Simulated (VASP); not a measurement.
## LiS3: single point with PBE

The system is LiS3.

```
CELL_PARAMETERS angstrom
-2.51349 2.51349 2.51349
2.51349 -2.51349 2.51349
2.51349 2.51349 -2.51349
ATOMIC_POSITIONS crystal
Li 0.00000 0.00000 0.00000
S 0.00000 0.50000 0.50000
S 0.50000 0.00000 0.50000
S 0.50000 0.50000 0.00000
```

The cell was built from a structure type or drawn by symmetry, and may not be a known phase.

```
Program                : VASP 6.6.1
Task                   : single point
Functional             : PBE
Potentials or basis    : VASP PAW PBE potentials, release 64 (Li_sv, S)
Cutoff                 : 520 eV
k mesh                 : 14 × 14 × 14
Occupations            : gaussian, width 0.1 eV
Spin                   : no spin polarisation
Dipole correction      : no
Further INCAR settings : ALGO = Normal; EDIFF = 1e-06; NBANDS = 18
```

- Band gap on the k mesh: zero (an odd number of electrons rules out a gap without spin polarisation)

Levels at points of the mesh, in eV from the Fermi level:
```csv
k point,band 6,band 7,band 8,band 9,band 10,band 11,band 12,band 13,band 14,band 15
"(0.00, 0.00, 0.00)",-5.24,-5.24,-2.14,-2.14,-2.14,4.15,4.15,4.15,4.21,4.21
"(0.50, 0.00, 0.00)",-3.59,-2.82,-2.36,-1.50,-1.26,-0.44,0.02,4.27,6.57,7.64
"(0.50, 0.50, 0.50)",-6.69,-6.69,-1.05,-1.05,-1.05,4.49,4.49,4.49,6.40,7.57
```

It took 28 s on 1 thread of Intel(R) Xeon(R) 6975P-C (Granite Rapids), with other jobs on the host, peak memory 0.22 GiB.
